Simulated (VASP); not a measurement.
Input of a VASP 6.6.1 run:

File INCAR:

```
PREC = Accurate ; ENCUT = 600
EDIFF = 1E-8 ; ISMEAR = -1
SIGMA = 0.15 ; LREAL = F
LASPH = T ; NELM = 200
ALGO = Normal ; ISIF = 3
LWAVE = F ; LCHARG = F
GGA = PE ; IBRION = 6
NFREE = 2 ; POTIM = 0.015
NSW = 1 ; GGA_COMPAT = F
LMAXMIX = 6 ; KPAR = 4
```

File KPOINTS:

```
regular mesh
0
Gamma
  10 10 10
```

POSCAR

```
TmF4
1.0
   -2.5845939698      2.5845939698      2.5845939698
    2.5845939698     -2.5845939698      2.5845939698
    2.5845939698      2.5845939698     -2.5845939698
Tm F
1 4
Direct
    0.0000000000      0.0000000000      0.0000000000
    0.0000000000      0.0000000000      0.5000000000
    0.0000000000      0.5000000000      0.0000000000
    0.5000000000      0.0000000000      0.0000000000
    0.5000000000      0.5000000000      0.5000000000
```

Potentials or basis: VASP PAW PBE potentials, release 64 (Tm_3, F), 4f in core.

Run with:

```sh
$ cat potpaw_PBE.64/Tm_3/POTCAR potpaw_PBE.64/F/POTCAR > POTCAR
$ mpirun -np 4 vasp_std > vasp.out
```

(1) What does it give for the elastic constants C11, C12, C44?

(2) Estimate the Voigt bulk modulus.

(3) What does it give for the highest phonon frequency at Γ, LO-TO splitting left out?

Answers

(1) 119, 85, 44 GPa.

(2) 96 GPa.

(3) 371 cm⁻¹.

Caveat: some modes are imaginary; the run has no spin polarisation, though such a crystal can be magnetic.
